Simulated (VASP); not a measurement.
A run of VASP 6.6.1:

The input INCAR:

```
SYSTEM = GaAs
PREC = Accurate ; ENCUT = 520
EDIFF = 1E-7 ; ISMEAR = -1
SIGMA = 0.05 ; LREAL = .False.
LASPH = .True. ; NELM = 100
ALGO = Normal ; ISIF = 2
LWAVE = .False. ; LCHARG = .False.
GGA = PE ; NBANDS = 16
```

KPOINTS

```
Automatic mesh
0
Gamma
  14 14 14
  0 0 0
```

The input POSCAR:

```
GaAs
1.0
    0.0000000000      2.6957908143      2.6957908143
    2.6957908143      0.0000000000      2.6957908143
    2.6957908143      2.6957908143      0.0000000000
Ga As
1 1
Direct
    0.0000000000      0.0000000000      0.0000000000
    0.5000000000      0.5000000000      0.5000000000
```

Potentials or basis: VASP PAW PBE potentials, release 64 (Ga_d, As).

The run is started by

```console
$ cat potpaw_PBE.64/Ga_d/POTCAR potpaw_PBE.64/As/POTCAR > POTCAR
$ mpirun -np 1 vasp_std > vasp.out
```

Hardware: 1 thread of Intel(R) Xeon(R) 6975P-C (Granite Rapids), on a shared host.

Problem. Estimate the wall time of this run.

Solution. Run time: 25 s on 1 thread of Intel(R) Xeon(R) 6975P-C (Granite Rapids), on a shared host, peak memory 0.2 GiB. Counts: scf iterations 13, k points 104.
